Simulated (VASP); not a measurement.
# Si23BHO48 (a cell with a defect) in VASP: single point with PBE

Aim: the single point of Si23BHO48 (a cell with a defect) with PBE.

All numbers are computed with VASP 6.6.1; they aren't measurements. Logs are shortened: lines on timing, memory, paths and dates and some standing lists are left out, and cuts for length are marked.

## 1. The cell of the first run

The cell holds a defect, 73 atoms: a = 9.832 Å, b = 9.832 Å, c = 10.818 Å, α = 90.00°, β = 90.00°, γ = 120.00°.

## 2. Single point, PBE

The input, INCAR:

```
SYSTEM = Si23BHO48
PREC = Accurate
ENCUT = 520
EDIFF = 1E-7
ISMEAR = 0
SIGMA = 0.02
LREAL = Auto
LASPH = .TRUE.
NELM = 60
ALGO = Normal
ISIF = 2
LWAVE = .FALSE.
LCHARG = .TRUE.
GGA = PE
LELF = .TRUE.
LVHAR = .TRUE.
NBANDS = 234
```

The input, KPOINTS:

```
Automatic mesh
0
G
  1 1 1
  0 0 0
```

The input, POSCAR:

```
Si23BHO48
1.0
    9.8316000000      0.0000000000      0.0000000000
   -4.9158000000      8.5144150000      0.0000000000
    0.0000000000      0.0000000000     10.8182000000
Si O B H
23 48 1 1
Direct
    0.2682290000      0.0041718000      0.1639470000
    0.0000419700      0.2690480000      0.3312520000
    0.2345810000      0.2388140000      0.9992169500
    0.2663640000      0.9994494800      0.6658110000
    0.0037187000      0.2752940000      0.8254920000
    0.2291880000      0.2355890000      0.5009980000
    0.2678410000      0.5043800000      0.1674020000
    0.0054002000      0.7649400000      0.3344690000
    0.2355440000      0.7365270000      0.9970162000
    0.9994333000      0.7682690000      0.8330030000
    0.2345420000      0.7272200000      0.5043750000
    0.7676810000      0.0031387000      0.1642910000
    0.4997400000      0.2711420000      0.3352430000
    0.7383070000      0.2360250000      0.9973402000
    0.7656790000      0.9990050100      0.6662080000
    0.5006720000      0.2670030000      0.8323050000
    0.7317830000      0.2317290000      0.4997020000
    0.7692830000      0.4995240000      0.1682130000
    0.5029580000      0.7706940000      0.3329030000
    0.7377430000      0.7364660000      0.0043890000
    0.7664360000      0.5001850000      0.6650230000
    0.5051040000      0.7661840000      0.8361290000
    0.7383950000      0.7359980000      0.4982830000
    0.0650810000      0.1966730000      0.4352890000
    0.2961170000      0.3679790000      0.1099470000
    0.1388510000      0.4355990000      0.2784400000
    0.2006630000      0.0720440000      0.0571040000
    0.3688980000      0.3046670000      0.3975600000
    0.4295230000      0.1446270000      0.2225190000
    0.0764740000      0.2198660000      0.9368520000
    0.2657930000      0.3608940000      0.6120310000
    0.1292230000      0.4361110000      0.7554390000
    0.2088110000      0.0726130000      0.5565090000
    0.3677450000      0.2985180000      0.8915210000
    0.4312780000      0.1353170000      0.7239080000
    0.0708240000      0.7003200000      0.4446930000
    0.3036730000      0.8744690000      0.1016230000
    0.1416880000      0.9283100000      0.2756650000
    0.2046420000      0.5730290000      0.0586040000
    0.3659770000      0.7941860000      0.3946850000
    0.4334420000      0.6411710000      0.2224720000
    0.0694980000      0.7086080000      0.9431070000
    0.2930170000      0.8603700000      0.6122860000
    0.1345420000      0.9328460000      0.7748920000
    0.2085470000      0.5632030000      0.5589770000
    0.3605280000      0.7874410000      0.8835680000
    0.4495220000      0.6291560000      0.7294920000
    0.5676560000      0.2039700000      0.4418970000
    0.7948430000      0.3611670000      0.1110220000
    0.6392540000      0.4347030000      0.2784360000
    0.7082790000      0.0683070000      0.0499470000
    0.8651170000      0.2973260000      0.3919630000
    0.9313520000      0.1447900000      0.2176250000
    0.5739180000      0.2090870000      0.9404320000
    0.7912110000      0.3600240000      0.6117230000
    0.6294940000      0.4346160000      0.7713590000
    0.7035700000      0.0662460000      0.5552370000
    0.8691320000      0.3038760000      0.8877120000
    0.9297690000      0.1360550000      0.7225780000
    0.5762810000      0.7096640000      0.4389020000
    0.8013080000      0.8667600000      0.1142090000
    0.6361440000      0.9367190000      0.2736410000
    0.7098350000      0.5704070000      0.0580710000
    0.8721120000      0.7983620000      0.3913170000
    0.9351900000      0.6344020000      0.2246570000
    0.5721020000      0.7119700000      0.9524140000
    0.7960730000      0.8630320000      0.6106300000
    0.6353980000      0.9323980000      0.7763440000
    0.7074200000      0.5692080000      0.5537850000
    0.8628480000      0.7964410000      0.8906240000
    0.9292490000      0.6356320000      0.7246750000
    0.2111660000      0.4620010000      0.6454440000
    0.4755676100      0.5672158100      0.7412001100
```

Potentials or basis: VASP PAW PBE potentials, release 64 (Si, O, B, H).

The run is started by

```console
cat potpaw_PBE.64/Si/POTCAR potpaw_PBE.64/O/POTCAR potpaw_PBE.64/B/POTCAR potpaw_PBE.64/H/POTCAR > POTCAR
mpirun -np 1 vasp_gam > vasp.out
```

OUTCAR:

```text
SYSTEM = Si23BHO48
   PREC = Accurate
   ENCUT = 520
   EDIFF = 1E-7
   ISMEAR = 0
   LREAL = Auto
   LASPH = .TRUE.
   NELM = 60
   ISIF = 2
   GGA = PE

 ion  position               nearest neighbor table
   1  0.268  0.004  0.164-  29 1.62  38 1.62  37 1.63  27 1.63   3 3.06   9 3.07  13 3.09   8 3.09

   2  0.000  0.269  0.331-  53 1.62  26 1.62  24 1.62  52 1.62   6 3.05   7 3.06  12 3.06  17 3.07

   3  0.235  0.239  0.999-  30 1.62  27 1.63  25 1.63  34 1.63   1 3.06   7 3.06  16 3.08   5 3.10

   4  0.266  0.999  0.666-  43 1.62  35 1.63  33 1.63  44 1.63  10 3.06  16 3.07  11 3.08   6 3.09

   5  0.004  0.275  0.825-  32 1.63  59 1.63  30 1.63  58 1.63  14 3.07  15 3.08   3 3.10
   6  0.229  0.236  0.501-  24 1.62  31 1.63  33 1.63  28 1.63   2 3.05  13 3.08   4 3.09
   7  0.268  0.504  0.167-  41 1.62  25 1.62  39 1.63  26 1.63   2 3.06  19 3.06   3 3.06   9 3.07
[... 77 lines left out ...]
  70  0.863  0.796  0.891-  10 1.62  20 1.63
  71  0.929  0.636  0.725-  21 1.62  10 1.63
  72  0.211  0.462  0.645-  45 1.38  32 1.39  31 1.39
  73  0.476  0.567  0.741-  47 0.78

  LATTYP: Found a hexagonal cell.
 ALAT       =     9.8316000000
 C/A-ratio  =     1.1003498922

  Lattice vectors:

 A1 = (   9.8316000000,   0.0000000000,   0.0000000000)
 A2 = (  -4.9158000000,   8.5144150000,   0.0000000000)
 A3 = (   0.0000000000,   0.0000000000,  10.8182000000)

Analysis of symmetry for initial positions (statically):
=====================================================================
 Subroutine PRICEL returns:
 Original cell was already a primitive cell.

 Routine SETGRP: Setting up the symmetry group for a
 hexagonal supercell.

 Subroutine GETGRP returns: Found  1 space group operations
 (whereof  1 operations were pure point group operations)
 out of a pool of 24 trial point group operations.

The static configuration has the point symmetry C_1 .

Analysis of symmetry for dynamics (positions and initial velocities):
=====================================================================
 Subroutine PRICEL returns:
 Original cell was already a primitive cell.

 Routine SETGRP: Setting up the symmetry group for a
 hexagonal supercell.

 Subroutine GETGRP returns: Found  1 space group operations
 (whereof  1 operations were pure point group operations)
 out of a pool of 24 trial point group operations.

The dynamic configuration has the point symmetry C_1 .

 Subroutine INISYM returns: Found  1 space group operations
 (whereof  1 operations are pure point group operations),
 and found     1 'primitive' translations

----------------------------------------------------------------------------------------

                                     Primitive cell

  volume of cell :     905.5950

  direct lattice vectors                    reciprocal lattice vectors
     9.831600000  0.000000000  0.000000000     0.101712844  0.058723941  0.000000000
    -4.915800000  8.514415000  0.000000000     0.000000000  0.117447881  0.000000000
     0.000000000  0.000000000 10.818200000     0.000000000  0.000000000  0.092436819

  length of vectors
     9.831600000  9.831599688 10.818200000     0.117447877  0.117447881  0.092436819

  position of ions in fractional coordinates (direct lattice)
     0.268229000  0.004171800  0.163947000
     0.000041970  0.269048000  0.331252000
     0.234581000  0.238814000  0.999216950
     0.266364000  0.999449480  0.665811000
     0.003718700  0.275294000  0.825492000
     0.229188000  0.235589000  0.500998000
[... 65 lines left out ...]
     0.211166000  0.462001000  0.645444000
     0.475567610  0.567215810  0.741200110

  ion indices of the primitive-cell ions
   primitive index   ion index
                 1           1
                 2           2
                 3           3
                 4           4
                 5           5
                 6           6
[... 65 lines left out ...]
                72          72
                73          73

----------------------------------------------------------------------------------------

 KPOINTS: Automatic mesh

Automatic generation of k-mesh.
 Grid dimensions read from file:
 generate k-points for:    1    1    1

 Generating k-lattice:

  Cartesian coordinates                     Fractional coordinates (reciprocal lattice)
     0.101712844  0.058723941  0.000000000     1.000000000  0.000000000  0.000000000
     0.000000000  0.117447881  0.000000000     0.000000000  1.000000000  0.000000000
     0.000000000  0.000000000  0.092436819     0.000000000  0.000000000  1.000000000

  Length of vectors
     0.117447877  0.117447881  0.092436819

  Shift w.r.t. Gamma in fractional coordinates (k-lattice)
     0.000000000  0.000000000  0.000000000

 Subroutine IBZKPT returns following result:
 ===========================================

 Found      1 irreducible k-points:

 Following reciprocal coordinates:
            Coordinates               Weight
  0.000000  0.000000  0.000000      1.000000
   k-points           NKPTS =      1   k-points in BZ     NKDIM =      1   number of bands    NBANDS=    234
   number of dos      NEDOS =    301   number of ions     NIONS =     73
   total plane-waves  NPLWV = 512000
   dimension x,y,z NGX =    80 NGY =   80 NGZ =   80
   dimension x,y,z NGXF=   160 NGYF=  160 NGZF=  160
   ions per type =              23  48   1   1
   NGX,Y,Z   is equivalent  to a cutoff of  13.53, 13.53, 12.29 a.u.
   NGXF,Y,Z  is equivalent  to a cutoff of  27.05, 27.05, 24.59 a.u.
 SYSTEM =  Si23BHO48
   PREC   = accura    normal or accurate (medium, high low for compatibility)
   ISTART =      0    job   : 0-new  1-cont  2-samecut
   ICHARG =      2    charge: 1-file 2-atom 10-const
   ISPIN  =      1    spin polarized calculation?
   LNONCOLLINEAR =      F non collinear calculations
   LSORBIT =      F    spin-orbit coupling
   LASPH  =      T    aspherical Exc in radial PAW
   ENCUT  =  520.0 eV  38.22 Ry    6.18 a.u.  18.28 18.28 20.11*2*pi/ulx,y,z
   NELM   =     60;   NELMIN=  2; NELMDL= -5     # of ELM steps
   EDIFF  = 0.1E-06   stopping-criterion for ELM
   LREAL  =      T    real-space projection
   EDIFFG = 0.1E-05   stopping-criterion for IOM
   NSW    =      0    number of steps for IOM
   IBRION =     -1    ionic relax: 0-MD 1-quasi-New 2-CG
   NFREE  =      0    steps in history (QN), initial steepest desc. (CG)
   ISIF   =      2    stress and relaxation
   ISYM   =      2    0-nonsym 1-usesym 2-fastsym
   POTIM  = 0.5000    time-step for ionic-motion
   TEBEG  =    0.0;   TEEND  =   0.0 temperature during run
   PSTRESS=    0.0 pullay stress
   NELECT =     384.0000    total number of electrons
   NUPDOWN=      -1.0000    fix difference up-down
   EMIN   =  10.00;   EMAX   =-10.00  energy-range for DOS
   EFERMI =   0.00;   METHOD = LEGACY
   ISMEAR =     0;   SIGMA  =   0.02  broadening in eV -4-tet -1-fermi 0-gaus
   EFERMI_NEDOS =   21; number of points for ismear=-14 and -15
   IALGO  =     38    algorithm
   IMIX   =      4    mixing-type and parameters
     AMIX     =   0.40;   BMIX     =  1.00
     AMIX_MAG =   1.60;   BMIX_MAG =  1.00
  volume/ion in A,a.u.               =      12.41        83.72
  Fermi-wavevector in a.u.,A,eV,Ry     =   1.229912  2.324196 20.581296  1.512683
  Thomas-Fermi vector in A             =   2.364781
   LORBIT       =      0    0 simple, 1 ext, 2 COOP (PROOUT), +10 PAW based schemes
   GGA     = PE    functional components
   LHFCALC =     F    Hartree Fock is set to
   AEXX    =    0.0000 exact exchange contribution
   IVDW    =     0    specifies the selected vdW correction
   LEPSILON=     F    determine dielectric tensor
   LRPA    =     F    only Hartree local field effects (RPA)
 non-spin polarized calculation
 Gauss-broadening in eV      SIGMA  =   0.02
  energy-cutoff  :      520.00
  volume of cell :      905.60
 maximum number of plane-waves:     12195
 NGX is ok and might be reduce to    80
   NGX = 37   NGY = 37   NGZ = 41

 number of electron     384.0000011 magnetization

 Free energy of the ion-electron system (eV)
  ---------------------------------------------------
  ext. energy  EPLUGINS =         0.00000000
  ---------------------------------------------------
  free energy    TOTEN  =      -570.28036262 eV

  energy without entropy =     -570.28036262  energy(sigma->0) =     -570.28036262

 E-fermi :   1.3435     XC(G=0):  -9.2253

 val. band max:        1.1676832946   @ k =   0.0000   0.0000   0.0000
 cond. band min:       6.8574526146   @ k =   0.0000   0.0000   0.0000
 fundamental gap:      5.6897693200
 Fermi energy:         1.3435127286

 k-point     1 :       0.0000    0.0000    0.0000
  band No.  band energies     occupation
      1     -18.8092      2.00000
      2     -18.2791      2.00000
      3     -17.8926      2.00000
      4     -17.8717      2.00000
      5     -17.8464      2.00000
      6     -17.8210      2.00000
[... 196 lines left out ...]
    203       9.8158      0.00000
    204       9.8587      0.00000
 [bands above 204 left out]

------------------------ aborting loop because EDIFF is reached ----------------------------------------

  FORCE on cell =-STRESS in cart. coord.  units (eV):
  Direction    XX          YY          ZZ          XY          YZ          ZX
  --------------------------------------------------------------------------------------
  -------------------------------------------------------------------------------------
  Total       21.7231058     18.5149630     13.4546519     -4.7155331      0.1292607      4.3326961
  in kB       38.4324860     32.7566447     23.8039499     -8.3427140      0.2286879      7.6653994
  external PRESSURE =      31.6643602 kB  Pullay stress =       0.0000000 kB

 VOLUME and BASIS-vectors are now :
 -----------------------------------------------------------------------------
  energy-cutoff  :      520.00
  volume of cell :      905.60
      direct lattice vectors                 reciprocal lattice vectors
     9.831600000  0.000000000  0.000000000     0.101712844  0.058723941  0.000000000
    -4.915800000  8.514415000  0.000000000     0.000000000  0.117447881  0.000000000
     0.000000000  0.000000000 10.818200000     0.000000000  0.000000000  0.092436819

 POSITION                                       TOTAL-FORCE (eV/Angst)
 -----------------------------------------------------------------------------------
      2.61661      0.03552      1.77361         0.003904      0.013345     -0.005993
     -1.32217      2.29079      3.58355        -0.011582      0.012485     -0.002590
      1.13234      2.03336     10.80973         0.035110     -0.000604     -0.040124
     -2.29431      8.50973      7.20288         0.027137      0.023543      0.014139
     -1.31673      2.34397      8.93034        -0.010662     -0.007918      0.038683
      1.09518      2.00590      5.41990         0.028158     -0.028365     -0.003549
[... 65 lines left out ...]
     -0.19500      3.93367      6.98254        -0.055439     -0.016082     -0.068014
      1.88727      4.82951      8.01845        14.677140    -14.070568      3.033854
 -----------------------------------------------------------------------------------
    total drift:                               -0.002692      0.015415     -0.016110

  FREE ENERGIE OF THE ION-ELECTRON SYSTEM (eV)
  ---------------------------------------------------
  free  energy   TOTEN  =      -570.2803626175 eV

  energy  without entropy=     -570.2803626175  energy(sigma->0) =     -570.28036262
```

Run time: 13 min. Hardware: 1 thread of Oxide Virtual Turin-like, shared host; peak memory 0.95 GiB.

Results:

- Free energy: -570.2804 eV
- Pressure: 3.2 GPa
- Largest force: 20.557 eV/Å
- Band gap on the k mesh: 5.69 eV

Forces on the atoms (eV/Å):
```
Si    0.004   0.013  -0.006
Si   -0.012   0.012  -0.003
Si    0.035  -0.001  -0.040
Si    0.027   0.024   0.014
Si   -0.011  -0.008   0.039
Si    0.028  -0.028  -0.004
Si    0.014  -0.017   0.002
Si    0.000   0.012   0.007
Si   -0.034  -0.013   0.010
Si   -0.006  -0.009  -0.029
Si   -0.011  -0.007   0.007
Si    0.012   0.012  -0.002
Si    0.005   0.006   0.006
Si   -0.037  -0.002  -0.020
Si    0.024   0.033  -0.030
Si   -0.020   0.162  -0.072
Si   -0.022   0.016   0.024
Si    0.009  -0.008  -0.003
Si   -0.016   0.013   0.012
Si    0.067  -0.025   0.014
Si   -0.089  -0.060   0.107
Si   -0.208   0.251   0.032
Si    0.031  -0.047  -0.012
O     0.002   0.013   0.003
O    -0.017   0.006   0.003
O     0.011  -0.002  -0.004
O     0.007  -0.007   0.016
O    -0.011  -0.008   0.006
O    -0.011   0.002   0.006
O    -0.018   0.015  -0.010
O    -0.020   0.038   0.016
O     0.031   0.014   0.002
O     0.000   0.018  -0.004
O    -0.041  -0.038   0.051
O    -0.018  -0.035  -0.012
O     0.011   0.010  -0.005
O    -0.005  -0.014  -0.011
O     0.008  -0.011  -0.007
O     0.014   0.012  -0.004
O     0.004  -0.014   0.003
O    -0.007   0.009   0.004
O     0.012   0.014   0.004
O    -0.003  -0.013  -0.010
O     0.008  -0.005  -0.002
O     0.024   0.009   0.026
O     0.050  -0.036  -0.024
O   -14.508  13.912  -2.948
O    -0.004   0.006  -0.012
O    -0.003  -0.001  -0.002
O     0.005  -0.002  -0.005
O     0.010  -0.007   0.008
O     0.011  -0.014   0.003
O    -0.009   0.007   0.005
O     0.027  -0.010   0.027
O     0.020  -0.026  -0.044
O     0.118  -0.050  -0.019
O     0.015  -0.015   0.013
O     0.015  -0.010   0.001
O    -0.012   0.011   0.000
O    -0.005   0.014   0.004
O    -0.018  -0.013  -0.010
O     0.007  -0.013  -0.004
O     0.000   0.017   0.007
O    -0.003  -0.005   0.005
O    -0.010   0.009   0.004
O    -0.064  -0.025  -0.116
O    -0.024  -0.009   0.008
O     0.002  -0.071   0.002
O    -0.006   0.043  -0.026
O    -0.019  -0.003   0.020
O     0.010   0.039   0.013
B    -0.055  -0.016  -0.068
H    14.677 -14.071   3.034
```

Caveat: the k points lie up to 0.74 Å⁻¹ apart.
